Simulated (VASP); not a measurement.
# Cd3SO2 (Pm) in VASP: a series of runs, part 2 of 2

VASP 6.6.1.

### Step 3. Single point, PBE

This run uses another cell than the first one, of 17.83 Å³/atom.

Contents of INCAR:

```
SYSTEM = Cd3SO2
PREC     = Accurate       ! precision mode
ENCUT    = 520            ! plane-wave cutoff, eV
EDIFF    = 1E-6           ! SCF threshold, eV
ISMEAR   = 0              ! smearing method
SIGMA    = 0.1            ! smearing width, eV
LREAL    = .FALSE.        ! projectors in reciprocal space
LASPH    = .TRUE.         ! aspherical terms in the spheres
NELM     = 80             ! most SCF steps
ALGO     = Normal         ! electronic algorithm
ISIF     = 2              ! what is computed and relaxed
LWAVE    = .FALSE.        ! write WAVECAR
LCHARG   = .TRUE.         ! write CHGCAR
GGA      = PE             ! functional
LELF     = .TRUE.         ! ELF
LVHAR    = .TRUE.       
NBANDS   = 36             ! bands
```

Contents of KPOINTS:

```
Automatic mesh
0
G
  6 10 6
  0 0 0
```

Contents of POSCAR:

```
Cd3SO2
1.0
    5.9093094385      0.0000000000     -0.0078167708
    0.0000000000      3.4711116322      0.0000000000
   -2.8928439216      0.0000000000      5.2182330286
Cd S O
3 1 2
Direct
    0.3371782534      0.5000000000      0.8790940141
    0.1225257758      0.0000000000      0.2845445049
    0.7134397773      0.0000000000      0.5904249883
    0.7855645573      0.5000000000      0.2786643575
    0.4254842540      0.5000000000      0.5555967082
    0.1158063822      0.0000000000      0.9116744468
```

Potentials or basis: VASP PAW PBE potentials, release 64 (Cd, S, O).

The run is started by

```bash
$ cat potpaw_PBE.64/Cd/POTCAR potpaw_PBE.64/S/POTCAR potpaw_PBE.64/O/POTCAR > POTCAR
$ mpirun -np 1 vasp_std > vasp.out
```

OUTCAR:

```text
SYSTEM = Cd3SO2
   PREC = Accurate
   ENCUT = 520
   EDIFF = 1E-6
   ISMEAR = 0
   LREAL = .FALSE.
   LASPH = .TRUE.
   NELM = 80
   ISIF = 2
   GGA = PE

 ion  position               nearest neighbor table
   1  0.337  0.500  0.879-   5 2.23   6 2.24   6 2.24   4 2.56   2 3.58   2 3.58   3 3.66   3 3.66
                             2 3.67   2 3.67
   2  0.123  0.000  0.285-   6 2.21   5 2.45   5 2.45   4 2.63   4 2.63   3 3.05   1 3.58   1 3.58
                             3 3.64   1 3.67   1 3.67   3 3.67
   3  0.713  0.000  0.590-   6 2.21   5 2.37   5 2.37   4 2.72   4 2.72   2 3.05   2 3.64   1 3.66
                             1 3.66   2 3.67
   4  0.786  0.500  0.279-   1 2.56   2 2.63   2 2.63   3 2.72   3 2.72
   5  0.425  0.500  0.556-   1 2.23   3 2.37   3 2.37   2 2.45   2 2.45
   6  0.116  0.000  0.912-   2 2.21   3 2.21   1 2.24   1 2.24

  LATTYP: Found a simple monoclinic cell.
 ALAT       =     5.9093146085
 B/A-ratio  =     0.5873966546
 C/A-ratio  =     1.0096683640
 COS(beta)  =    -0.4860084259

  Lattice vectors:

 A1 = (   5.9093094385,   0.0000000000,  -0.0078167708)
[... 188 lines left out ...]
 val. band max:        1.9414528646   @ k =   0.0000   0.0000   0.0000
 cond. band min:       1.9905441791   @ k =   0.0000   0.1000   0.0000
 fundamental gap:      0.0490913145
 Fermi energy:         1.9798424970

 k-point     1 :       0.0000    0.0000    0.0000
  band No.  band energies     occupation
      1     -15.4804      2.00000
      2     -15.1568      2.00000
      3     -10.5393      2.00000
      4      -6.1473      2.00000
      5      -6.0072      2.00000
      6      -5.9799      2.00000
[... 925 lines left out ...]
     35       9.3316      0.00000
     36       9.9161      0.00000

 [... further k-points ...]

------------------------ aborting loop because EDIFF is reached ----------------------------------------

  FORCE on cell =-STRESS in cart. coord.  units (eV):
  Direction    XX          YY          ZZ          XY          YZ          ZX
  --------------------------------------------------------------------------------------
  -------------------------------------------------------------------------------------
  Total        0.5752785      0.4743227      0.5261046      0.0000000      0.0000000     -0.0329955
  in kB        8.6174446      7.1051669      7.8808395      0.0000000      0.0000000     -0.4942591
  external PRESSURE =       7.8678170 kB  Pullay stress =       0.0000000 kB

 VOLUME and BASIS-vectors are now :
 -----------------------------------------------------------------------------
  energy-cutoff  :      520.00
  volume of cell :      106.96
      direct lattice vectors                 reciprocal lattice vectors
     5.909309439  0.000000000 -0.007816771     0.169348697  0.000000000  0.093882229
     0.000000000  3.471111632  0.000000000     0.000000000  0.288092146  0.000000000
    -2.892843922  0.000000000  5.218233029     0.000253680  0.000000000  0.191776383

 POSITION                                       TOTAL-FORCE (eV/Angst)
 -----------------------------------------------------------------------------------
     -0.55059      1.73556      4.58468         0.022530      0.000000      0.028505
     -0.09910      0.00000      1.48386        -0.032189      0.000000      0.032105
      2.50793      0.00000      3.07540        -0.009976      0.000000     -0.025826
      3.83601      1.73556      1.44799        -0.003904      0.000000     -0.002991
      0.90706      1.73556      2.89591         0.015019      0.000000     -0.028351
     -1.95300      0.00000      4.75642         0.008520      0.000000     -0.003442
 -----------------------------------------------------------------------------------
    total drift:                                0.000055      0.000000      0.000877

  FREE ENERGIE OF THE ION-ELECTRON SYSTEM (eV)
  ---------------------------------------------------
  free  energy   TOTEN  =       -20.9609999526 eV

  energy  without entropy=      -20.9585899959  energy(sigma->0) =      -20.95979497
```

It took 11 min on 1 thread of Intel Xeon 8259CL, shared host; peak memory 0.51 GiB.

What came out:

* Free energy: -20.9610 eV
* Pressure: 0.8 GPa
* Largest force: 0.045 eV/Å
* Band gap on the k mesh: 0.01 eV (least direct gap 0.14 eV)

Forces in eV/Å, atoms in the order of the input:
```
Cd   0.023  0.000  0.029
Cd  -0.032  0.000  0.032
Cd  -0.010  0.000 -0.026
S   -0.004  0.000 -0.003
O    0.015  0.000 -0.028
O    0.009  0.000 -0.003
```

Stress tensor (GPa, compression positive):
```
 0.86  0.00 -0.05
 0.00  0.71  0.00
-0.05  0.00  0.79
```

Caveat: the smearing spreads over this small gap; semilocal functionals underestimate gaps, and a narrow one can read as zero. A k mesh can miss the band edges.

The gap in the log of VASP goes by the Fermi energy; the results here count the filled bands.